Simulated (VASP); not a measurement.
HoGeF4, 6 atoms in the cell. It takes space group Cmmm (No. 65, orthorhombic). Conventional cell: a = 7.628 Å, b = 10.777 Å, c = 3.445 Å, α = 90.00°, β = 90.00°, γ = 90.00°. Ho (site symmetry mmm) has 6 F at 2.17 Å within 2.9 Å. Within 3.1 Å of Ge (site symmetry mmm) lie 4 F at 2.38 Å. F (site symmetry 2mm) has 1 Ho at 2.17 Å and 2 Ge at 2.38 Å within 2.9 Å. F (site symmetry m2m) has 2 Ho at 2.17 Å and 1 F at 2.64 Å within 2.9 Å. The cell was generated, and may not be a known phase.

| Item | Value |
| --- | --- |
| Program | VASP 6.6.1 |
| Task | single point |
| Functional | PBE |
| Potentials or basis | VASP PAW PBE potentials, release 64 (Ho_3, Ge_d, F), 4f in core |
| Cutoff | 600 eV |
| k mesh | 4 × 4 × 6 |
| Occupations | gaussian, width 0.1 eV |
| Spin | no spin polarisation |
| Dipole correction | no |
| Further INCAR settings | ALGO = Normal; EDIFF = 1e-06; NBANDS = 34 |

Potentials or basis: VASP PAW PBE potentials, release 64 (Ho_3, Ge_d, F), 4f in core.

Command:

```bash
$ cat potpaw_PBE.64/Ho_3/POTCAR potpaw_PBE.64/Ge_d/POTCAR potpaw_PBE.64/F/POTCAR > POTCAR
$ mpirun -np 1 vasp_std > vasp.out
```

Hardware: 1 thread of Intel(R) Xeon(R) 6975P-C (Granite Rapids), with other jobs on the host.

Question: Estimate the wall time of this run.

Answer: Run time: 4.1 min on 1 thread of Intel(R) Xeon(R) 6975P-C (Granite Rapids) (shared host), peak memory 0.36 GiB. Counts: scf iterations 15, k points 28.
